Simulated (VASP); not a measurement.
# TiN in VASP: relaxation of the atoms with PBE

Aim: the relaxation of the atoms of TiN with PBE.

Program: VASP 6.6.1. These are calculated values, not measurements. Logs are shortened: lines on timing, memory, paths and dates and some standing lists are left out, and cuts for length are marked.

## (1) The cell of the first run

The cell holds a slab with vacuum, 12 atoms: a = 3.003 Å, b = 3.003 Å, c = 25.617 Å, α = 90.00°, β = 90.00°, γ = 90.00°.

## (2) Relaxation of the atoms, PBE

INCAR reads:

```
ALGO = Normal ; DIPOL = 0.5 0.5 0.500
EDIFF = 1E-6 ; EDIFFG = -0.02
ENCUT = 520 ; GGA = PE
IBRION = 2 ; IDIPOL = 3
ISIF = 2 ; ISMEAR = 0
KPAR = 4 ; LASPH = T
LCHARG = F ; LDIPOL = T
LREAL = F ; LWAVE = F
NELM = 80 ; NSW = 80
PREC = Accurate ; SIGMA = 0.1
```

KPOINTS reads:

```
k-points
0
Gamma
  12 12 1
```

POSCAR reads:

```
TiN
1.0
    3.0029386935      0.0000000000      0.0000000000
    0.0000000000      3.0029386935      0.0000000000
    0.0000000000      0.0000000000     25.6169915684
Ti N
6 6
Direct
    0.5000000000      0.5000000000      0.2927744259
    0.0000000000      0.0000000000      0.3756646555
    0.5000000000      0.5000000000      0.4585548852
    0.0000000000      0.0000000000      0.5414451148
    0.5000000000      0.5000000000      0.6243353445
    0.0000000000      0.0000000000      0.7072255741
    0.0000000000      0.0000000000      0.2927744259
    0.5000000000      0.5000000000      0.3756646555
    0.0000000000      0.0000000000      0.4585548852
    0.5000000000      0.5000000000      0.5414451148
    0.0000000000      0.0000000000      0.6243353445
    0.5000000000      0.5000000000      0.7072255741
```

Potentials or basis: VASP PAW PBE potentials, release 64 (Ti_sv, N).

Run with:

```sh
cat potpaw_PBE.64/Ti_sv/POTCAR potpaw_PBE.64/N/POTCAR > POTCAR
mpirun -np 4 vasp_std > vasp.out
```

OUTCAR:

```text
EDIFF = 1E-6
   EDIFFG = -0.02
   ENCUT = 520
   GGA = PE
   IBRION = 2
   ISIF = 2
   ISMEAR = 0
   LASPH = T
   LREAL = F
   NELM = 80
   NSW = 80
   PREC = Accurate

 ion  position               nearest neighbor table
   1  0.500  0.500  0.293-   8 2.12   7 2.12   7 2.12   7 2.12   7 2.12
   2  0.000  0.000  0.376-   7 2.12   8 2.12   8 2.12   8 2.12   8 2.12   9 2.12
   3  0.500  0.500  0.459-  10 2.12   9 2.12   9 2.12   9 2.12   9 2.12   8 2.12
   4  0.000  0.000  0.541-   9 2.12  10 2.12  10 2.12  10 2.12  10 2.12  11 2.12
   5  0.500  0.500  0.624-  12 2.12  11 2.12  11 2.12  11 2.12  11 2.12  10 2.12
   6  0.000  0.000  0.707-  11 2.12  12 2.12  12 2.12  12 2.12  12 2.12
   7  0.000  0.000  0.293-   2 2.12   1 2.12   1 2.12   1 2.12   1 2.12
   8  0.500  0.500  0.376-   1 2.12   2 2.12   2 2.12   2 2.12   2 2.12   3 2.12
   9  0.000  0.000  0.459-   4 2.12   3 2.12   3 2.12   3 2.12   3 2.12   2 2.12
  10  0.500  0.500  0.541-   3 2.12   4 2.12   4 2.12   4 2.12   4 2.12   5 2.12
  11  0.000  0.000  0.624-   6 2.12   5 2.12   5 2.12   5 2.12   5 2.12   4 2.12
  12  0.500  0.500  0.707-   5 2.12   6 2.12   6 2.12   6 2.12   6 2.12

  LATTYP: Found a simple tetragonal cell.
 ALAT       =     3.0029386935
 C/A-ratio  =     8.5306408765

  Lattice vectors:

 A1 = (   3.0029386935,   0.0000000000,   0.0000000000)
 A2 = (   0.0000000000,   3.0029386935,   0.0000000000)
 A3 = (   0.0000000000,   0.0000000000,  25.6169915684)

Analysis of symmetry for initial positions (statically):
=====================================================================
 Subroutine PRICEL returns:
 Original cell was already a primitive cell.

 Routine SETGRP: Setting up the symmetry group for a
 simple tetragonal supercell.

 Subroutine GETGRP returns: Found 16 space group operations
 (whereof  8 operations were pure point group operations)
 out of a pool of 16 trial point group operations.

The static configuration has the point symmetry C_4v.
 The point group associated with its full space group is D_4h.

Analysis of symmetry for dynamics (positions and initial velocities):
=====================================================================
 Subroutine PRICEL returns:
 Original cell was already a primitive cell.

 Routine SETGRP: Setting up the symmetry group for a
 simple tetragonal supercell.

 Subroutine GETGRP returns: Found 16 space group operations
 (whereof  8 operations were pure point group operations)
 out of a pool of 16 trial point group operations.

The dynamic configuration has the point symmetry C_4v.
 The point group associated with its full space group is D_4h.

 Subroutine INISYM returns: Found 16 space group operations
 (whereof  8 operations are pure point group operations),
 and found     1 'primitive' translations

----------------------------------------------------------------------------------------

                                     Primitive cell

  volume of cell :     231.0048

  direct lattice vectors                    reciprocal lattice vectors
     3.002938693  0.000000000  0.000000000     0.333007131  0.000000000  0.000000000
     0.000000000  3.002938693  0.000000000     0.000000000  0.333007131  0.000000000
     0.000000000  0.000000000 25.616991568     0.000000000  0.000000000  0.039036590

  length of vectors
     3.002938693  3.002938693 25.616991568     0.333007131  0.333007131  0.039036590

  position of ions in fractional coordinates (direct lattice)
     0.500000000  0.500000000  0.292774426
     0.000000000  0.000000000  0.375664656
     0.500000000  0.500000000  0.458554885
     0.000000000  0.000000000  0.541445115
     0.500000000  0.500000000  0.624335344
     0.000000000  0.000000000  0.707225574
     0.000000000  0.000000000  0.292774426
     0.500000000  0.500000000  0.375664656
     0.000000000  0.000000000  0.458554885
     0.500000000  0.500000000  0.541445115
     0.000000000  0.000000000  0.624335344
     0.500000000  0.500000000  0.707225574

  ion indices of the primitive-cell ions
   primitive index   ion index
                 1           1
                 2           2
                 3           3
                 4           4
                 5           5
                 6           6
                 7           7
                 8           8
                 9           9
                10          10
                11          11
                12          12

----------------------------------------------------------------------------------------

 KPOINTS: k-points

Automatic generation of k-mesh.
 Grid dimensions read from file:
 generate k-points for:   12   12    1

 Generating k-lattice:

  Cartesian coordinates                     Fractional coordinates (reciprocal lattice)
     0.027750594  0.000000000  0.000000000     0.083333333  0.000000000  0.000000000
     0.000000000  0.027750594  0.000000000     0.000000000  0.083333333  0.000000000
     0.000000000  0.000000000  0.039036590     0.000000000  0.000000000  1.000000000

  Length of vectors
     0.027750594  0.027750594  0.039036590

  Shift w.r.t. Gamma in fractional coordinates (k-lattice)
     0.000000000  0.000000000  0.000000000

 Subroutine IBZKPT returns following result:
 ===========================================

 Found     28 irreducible k-points:

 Following reciprocal coordinates:
            Coordinates               Weight
  0.000000  0.000000  0.000000      1.000000
  0.083333  0.000000  0.000000      4.000000
  0.166667  0.000000  0.000000      4.000000
  0.250000  0.000000  0.000000      4.000000
  0.333333  0.000000  0.000000      4.000000
  0.416667  0.000000  0.000000      4.000000
[... 16 lines left out ...]
  0.333333  0.333333  0.000000      4.000000
  0.416667  0.333333  0.000000      8.000000
 [... further k-points ...]
   k-points           NKPTS =     28   k-points in BZ     NKDIM =     28   number of bands    NBANDS=     61
   number of dos      NEDOS =    301   number of ions     NIONS =     12
   total plane-waves  NPLWV = 110592
   dimension x,y,z NGX =    24 NGY =   24 NGZ =  192
   dimension x,y,z NGXF=    48 NGYF=   48 NGZF=  384
   ions per type =               6   6
   NGX,Y,Z   is equivalent  to a cutoff of  13.29, 13.29, 12.46 a.u.
   NGXF,Y,Z  is equivalent  to a cutoff of  26.57, 26.57, 24.92 a.u.
 SYSTEM =  unknown system
   PREC   = accura    normal or accurate (medium, high low for compatibility)
   ISTART =      0    job   : 0-new  1-cont  2-samecut
   ICHARG =      2    charge: 1-file 2-atom 10-const
   ISPIN  =      1    spin polarized calculation?
   LNONCOLLINEAR =      F non collinear calculations
   LSORBIT =      F    spin-orbit coupling
   LASPH  =      T    aspherical Exc in radial PAW
   ENCUT  =  520.0 eV  38.22 Ry    6.18 a.u.   5.58  5.58 47.63*2*pi/ulx,y,z
   NELM   =     80;   NELMIN=  2; NELMDL= -5     # of ELM steps
   EDIFF  = 0.1E-05   stopping-criterion for ELM
   LREAL  =      F    real-space projection
   EDIFFG = -.2E-01   stopping-criterion for IOM
   NSW    =     80    number of steps for IOM
   IBRION =      2    ionic relax: 0-MD 1-quasi-New 2-CG
   NFREE  =      1    steps in history (QN), initial steepest desc. (CG)
   ISIF   =      2    stress and relaxation
   ISYM   =      2    0-nonsym 1-usesym 2-fastsym
   POTIM  = 0.5000    time-step for ionic-motion
   TEBEG  =    0.0;   TEEND  =   0.0 temperature during run
   PSTRESS=    0.0 pullay stress
   NELECT =     102.0000    total number of electrons
   NUPDOWN=      -1.0000    fix difference up-down
   EMIN   =  10.00;   EMAX   =-10.00  energy-range for DOS
   EFERMI =   0.00;   METHOD = LEGACY
   ISMEAR =     0;   SIGMA  =   0.10  broadening in eV -4-tet -1-fermi 0-gaus
   EFERMI_NEDOS =   21; number of points for ismear=-14 and -15
   IALGO  =     38    algorithm
   IMIX   =      4    mixing-type and parameters
     AMIX     =   0.40;   BMIX     =  1.00
     AMIX_MAG =   1.60;   BMIX_MAG =  1.00
  volume/ion in A,a.u.               =      19.25       129.91
  Fermi-wavevector in a.u.,A,eV,Ry     =   1.246621  2.355773 21.144333  1.554065
  Thomas-Fermi vector in A             =   2.380790
   LORBIT       =      0    0 simple, 1 ext, 2 COOP (PROOUT), +10 PAW based schemes
   GGA     = PE    functional components
   LHFCALC =     F    Hartree Fock is set to
   AEXX    =    0.0000 exact exchange contribution
   IVDW    =     0    specifies the selected vdW correction
   LEPSILON=     F    determine dielectric tensor
   LRPA    =     F    only Hartree local field effects (RPA)
 conjugate gradient relaxation of ions
 non-spin polarized calculation
 Gauss-broadening in eV      SIGMA  =   0.10
  energy-cutoff  :      520.00
  volume of cell :      231.00
 maximum number of plane-waves:      6279
 NGX is ok and might be reduce to    24
   NGX = 11   NGY = 11   NGZ = 95

--------------------------------------- Ionic step        1  -------------------------------------------

 number of electron     101.9999993 magnetization

 Free energy of the ion-electron system (eV)
  ---------------------------------------------------
  ext. energy  EPLUGINS =         0.00000000
  ---------------------------------------------------
  free energy    TOTEN  =      -116.08055438 eV

  energy without entropy =     -116.05109563  energy(sigma->0) =     -116.06582500

------------------------ aborting loop because EDIFF is reached ----------------------------------------

  FORCE on cell =-STRESS in cart. coord.  units (eV):
  Direction    XX          YY          ZZ          XY          YZ          ZX
  --------------------------------------------------------------------------------------
  -------------------------------------------------------------------------------------
  Total       -4.4231291     -4.4231291     -3.6523142      0.0000000      0.0000000      0.0000000
  in kB      -30.6774421    -30.6774421    -25.3313104      0.0000000      0.0000000      0.0000000
  external PRESSURE =     -28.8953982 kB  Pullay stress =       0.0000000 kB
[... 119 lines left out ...]
  FREE ENERGIE OF THE ION-ELECTRON SYSTEM (eV)
  ---------------------------------------------------
  free  energy   TOTEN  =      -116.4616832747 eV

  energy  without entropy=     -116.4408871354  energy(sigma->0) =     -116.45128521

 vacuum level on the upper side and lower side of the slab       (xc-potential included)         0.002         0.002

 dipolmoment           0.000000      0.000000      0.000000 electrons x Angstroem

[... ionic steps 4 to 11 ...]

--------------------------------------- Ionic step       12  -------------------------------------------

 number of electron     102.0000007 magnetization

------------------------ aborting loop because EDIFF is reached ----------------------------------------
[... 87 lines left out ...]
--------------------------------------- Ionic step       14  -------------------------------------------

 number of electron     102.0000006 magnetization

 dipolmoment           0.000000      0.000000     -0.000000 electrons x Angstroem

 Free energy of the ion-electron system (eV)
  ---------------------------------------------------
  ext. energy  EPLUGINS =         0.00000000
  ---------------------------------------------------
  free energy    TOTEN  =      -116.48842283 eV

  energy without entropy =     -116.46736984  energy(sigma->0) =     -116.47789634

 E-fermi :   4.1818     XC(G=0):  -7.0924

 val. band max:        4.1623496943   @ k =   0.4167   0.0833   0.0000
 cond. band min:       4.1832189143   @ k =   0.2500   0.0000   0.0000
 fundamental gap:      0.0208692200
 Fermi energy:         4.1818362883

 k-point     1 :       0.0000    0.0000    0.0000
  band No.  band energies     occupation
      1     -53.6800      2.00000
      2     -53.6638      2.00000
      3     -53.6589      2.00000
      4     -53.6242      2.00000
      5     -53.4526      2.00000
      6     -53.4508      2.00000
[... 1525 lines left out ...]
     60       6.3334      0.00000
     61       6.3722      0.00000

 [... further k-points ...]

------------------------ aborting loop because EDIFF is reached ----------------------------------------

 vacuum level on the upper side and lower side of the slab       (xc-potential included)        -0.005        -0.005

  FORCE on cell =-STRESS in cart. coord.  units (eV):
  Direction    XX          YY          ZZ          XY          YZ          ZX
  --------------------------------------------------------------------------------------
  -------------------------------------------------------------------------------------
  Total       -3.9447491     -3.9447491     -0.0745113      0.0000000      0.0000000      0.0000000
  in kB      -27.3595475    -27.3595475     -0.5167872      0.0000000      0.0000000      0.0000000
  external PRESSURE =     -18.4119607 kB  Pullay stress =       0.0000000 kB
[... 27 lines left out ...]
  FREE ENERGIE OF THE ION-ELECTRON SYSTEM (eV)
  ---------------------------------------------------
  free  energy   TOTEN  =      -116.4884228332 eV

  energy  without entropy=     -116.4673698441  energy(sigma->0) =     -116.47789634

 reached required accuracy - stopping structural energy minimisation

 vacuum level on the upper side and lower side of the slab         7.107         7.107
```

Run time: 13 min. Hardware: 4 MPI ranks of Intel Xeon Platinum 8488C (Sapphire Rapids), shared host; peak memory 0.53 GiB.

Results:

```yaml
Free_energy: -116.4884 eV
Energy_gained_by_relaxing: 34.0 meV/atom
Ionic_steps: 14
Largest_force_after_relaxing: 0.019 eV/Å
Band_gap_on_the_k_mesh: zero (bands 51 and 52 overlap by 2.54 eV)
```

Forces in eV/Å, atoms in the order of the input:
```
Ti   0.000  0.000  0.001
Ti   0.000  0.000 -0.002
Ti   0.000  0.000  0.019
Ti   0.000  0.000 -0.019
Ti   0.000  0.000  0.002
Ti   0.000  0.000 -0.001
N    0.000  0.000 -0.008
N    0.000  0.000 -0.008
N    0.000  0.000  0.019
N    0.000  0.000 -0.019
N    0.000  0.000  0.008
N    0.000  0.000  0.008
```

The path:
```
step  energy change (eV)  largest force (eV/Å)  pressure (GPa)
   1              0.0000                2.0621           -2.89
   2             -0.3803                0.4151           -2.23
   3             -0.3811                0.4224           -2.19
   4             -0.4025                0.1478           -2.23
   5             -0.4055                0.0638           -2.24
   6             -0.4055                0.0634           -2.24
   7             -0.4061                0.0530           -2.21
   8             -0.4063                0.0805           -2.19
   9             -0.4067                0.0485           -2.13
  10             -0.4072                0.0572           -2.04
  11             -0.4069                0.1009           -1.84
  12             -0.4072                0.0659           -1.97
  13             -0.4077                0.0398           -1.92
  14             -0.4079                0.0194           -1.84
```

Final structure:
```
CELL_PARAMETERS angstrom
3.00294 0.00000 0.00000
0.00000 3.00294 0.00000
0.00000 0.00000 25.61699
ATOMIC_POSITIONS crystal
Ti 0.50000 0.50000 0.29783
Ti 0.00000 0.00000 0.37667
Ti 0.50000 0.50000 0.45733
Ti 0.00000 0.00000 0.54267
Ti 0.50000 0.50000 0.62333
Ti 0.00000 0.00000 0.70217
N 0.00000 0.00000 0.29068
N 0.50000 0.50000 0.37524
N 0.00000 0.00000 0.45943
N 0.50000 0.50000 0.54057
N 0.00000 0.00000 0.62476
N 0.50000 0.50000 0.70932
```

Levels at points of the mesh, in eV from the Fermi level:
```csv
k point,band 47,band 48,band 49,band 50,band 51,band 52,band 53,band 54,band 55,band 56
"(0.00, 0.00, 0.00)",-2.10,-2.07,-2.07,-1.97,-1.97,-1.54,-0.90,-0.62,-0.40,-0.40
"(0.50, 0.00, 0.00)",-4.31,-4.31,0.89,0.89,1.00,1.00,1.39,1.39,1.51,1.51
"(0.50, 0.50, 0.00)",-2.68,-2.68,-2.66,-2.66,-1.31,-1.31,0.38,0.38,1.33,1.33
```

The gap in the log of VASP goes by the Fermi energy; the results here count the filled bands.